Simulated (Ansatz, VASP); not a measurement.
Cd in VASP and in Ansatz

File POSCAR:

```
Cd
1.0
    2.9509006248      0.0000000000      0.0000000000
   -1.4754503124      2.5555549051      0.0000000000
    0.0000000000      0.0000000000      5.8838547497
Cd
2
Direct
    0.3333333333      0.6666666667      0.2500000000
    0.6666666667      0.3333333333      0.7500000000
```

The input INCAR.step1:

```
PREC = Accurate ; ENCUT = 520
ISMEAR = 1 ; SIGMA = 0.1
LREAL = F ; LASPH = T
NELM = 100 ; NBANDS = 19
GGA = PE ; ALGO = Normal
EDIFF = 1E-4 ; LWAVE = T
LCHARG = F
```

INCAR.step2

```
PREC = Accurate ; ENCUT = 520
EDIFF = 1E-6 ; ISMEAR = 1
SIGMA = 0.1 ; LREAL = F
LASPH = T ; NELM = 100
ALGO = Normal ; ISIF = 2
LWAVE = F ; LCHARG = T
METAGGA = R2SCAN ; LMIXTAU = T
LELF = T ; LVHAR = T
NBANDS = 19 ; ISTART = 1
```

Contents of KPOINTS:

```
Automatic mesh
0
Gamma
  12 12 6
```

Input for Ansatz:

```yaml
crystal:
  lattice:
    - [2.9509006248, 0.0, 0.0]
    - [-1.4754503124, 2.5555549051, 0.0]
    - [0.0, 0.0, 5.8838547497]
  atoms:
    - { symbol: Cd, position: [0.3333333333, 0.6666666667, 0.25] }
    - { symbol: Cd, position: [0.6666666667, 0.3333333333, 0.75] }
hamiltonian:
  xc: r2scan
  pseudopotentials:
    kind: paw
    azcp:
      Cd: "pseudopotentials/Cd.paw.azcp"
basis:
  ecutwfc: 500
  fft_grid_basis: typed
kpoints:
  mp_grid: { grid: [12, 12, 6], shift: [0, 0, 0] }
magnetization:
  spin_polarized: false
scf:
  occupations: { method: cold, width: 0.1 }
  lower_state_search: "off"
output:
  stress: true
```

Alike in both runs: task single point; functional r2SCAN; k mesh 12 × 12 × 6; no spin polarisation.

```csv
,VASP,Ansatz
version,VASP 6.6.1,Ansatz 0.2.0
potentials or method,"VASP PAW PBE potentials, release 64 (Cd), cutoff 520 eV","plane waves (500 eV) with PAW, scalar-relativistic"
occupations,"methfessel-paxton of order 1, width 0.1 eV","cold, width 0.1 eV"
valence electrons in the cell,24,40
```

Ansatz gave:

```
pressure (GPa)                                                : 0.0
traceless stress, the component that is largest in VASP (GPa) : -0.06
```

Question: Which values does VASP return?

Answer: Pressure (GPa): 0.4; traceless stress, the component that is largest in VASP (GPa): -0.20.

VASP's potentials were made for PBE, not for r2SCAN. VASP's potentials hold 24 valence electrons a cell and Ansatz's 40, so a difference there can come from the potentials and not from the codes.
